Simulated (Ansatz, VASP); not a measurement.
**Two plane-wave programs on Li2TaO3**

The input INCAR:

```
SYSTEM = Li2TaO3
  ALGO = Normal
  EDIFF = 1E-6
  EDIFFG = -0.04
  ENCUT = 600
  GGA = PE
  IBRION = 2
  ISIF = 3
  ISMEAR = 0
  LASPH = .TRUE.
  LCHARG = .FALSE.
  LREAL = .FALSE.
  LWAVE = .FALSE.
  NELM = 100
  NSW = 90
  PREC = Accurate
  SIGMA = 0.1
```

KPOINTS

```
k-points
0
G
  6 6 6
  0 0 0
```

Contents of POSCAR:

```
Li2TaO3
1.0
    0.0000000000      2.2104641700      6.6334665800
    2.1040988600      0.0000000000      6.6334665800
    2.1040988600      2.2104641700      0.0000000000
Li Ta O
2 1 3
Direct
    0.3342075000      0.3342075000      0.6657925000
    0.6657925000      0.6657925000      0.3342075000
    0.0000000000      0.0000000000      0.0000000000
    0.5000000000      0.5000000000      0.5000000000
    0.8371157300      0.8371157300      0.1628842700
    0.1628842700      0.1628842700      0.8371157300
```

Input for Ansatz:

```yaml
crystal:
  lattice:
    - [0.0, 2.21046417, 6.63346658]
    - [2.10409886, 0.0, 6.63346658]
    - [2.10409886, 2.21046417, 0.0]
  atoms:
    - { symbol: Li, position: [0.3342075, 0.3342075, 0.6657925] }
    - { symbol: Li, position: [0.6657925, 0.6657925, 0.3342075] }
    - { symbol: Ta, position: [0.0, 0.0, 0.0] }
    - { symbol: O, position: [0.5, 0.5, 0.5] }
    - { symbol: O, position: [0.83711573, 0.83711573, 0.16288427] }
    - { symbol: O, position: [0.16288427, 0.16288427, 0.83711573] }
basis:
  ecutwfc: 420
kpoints:
  mp_grid: { grid: [6, 6, 6] }
hamiltonian:
  xc: pbe
scf:
  occupations: { method: gaussian, width: 0.1 }
  lower_state_search: "off"
output:
  forces: true
  stress: true
  eigenvalues: true
relax:
  adjacent_minimum: "off"
  f_tol: 0.04
  max_steps: 70
  cell: { stress_tol: 0.4 }
```

Change from the starting cell: species swapped into the MgFe2O3 type (Fmmm, No. 69).

Alike in both runs: task relaxation of cell and atoms; functional PBE; k mesh 6 × 6 × 6; occupations gaussian, width 0.1 eV; no spin polarisation.

|  | VASP | Ansatz |
| --- | --- | --- |
| version | VASP 6.6.1 | Ansatz 0.2.0 |
| potentials or method | VASP PAW PBE potentials, release 64 (Li_sv, Ta_pv, O), cutoff 600 eV | scalar-relativistic, plane waves, PAW |
| valence electrons in the cell | 35 | 37 |

```tsv
	VASP	Ansatz	Ansatz less VASP
gap on the k mesh at the Fermi level, each at its own relaxed structure (eV)	none	none	-
relaxed volume (Å³/atom)	9.69	9.69	+0.005
relaxed cell length with the largest relative difference (Å)	6.554	6.559	+0.0052
```

A gap of «none» marks a metal or a gap that the smearing closes. VASP's potentials hold 35 valence electrons a cell and Ansatz's 37, so a difference there can come from the potentials and not from the codes.

Spin-orbit coupling is off throughout. Noted on VASP's run: the cutoff is short for stress, so the pressure is rough.
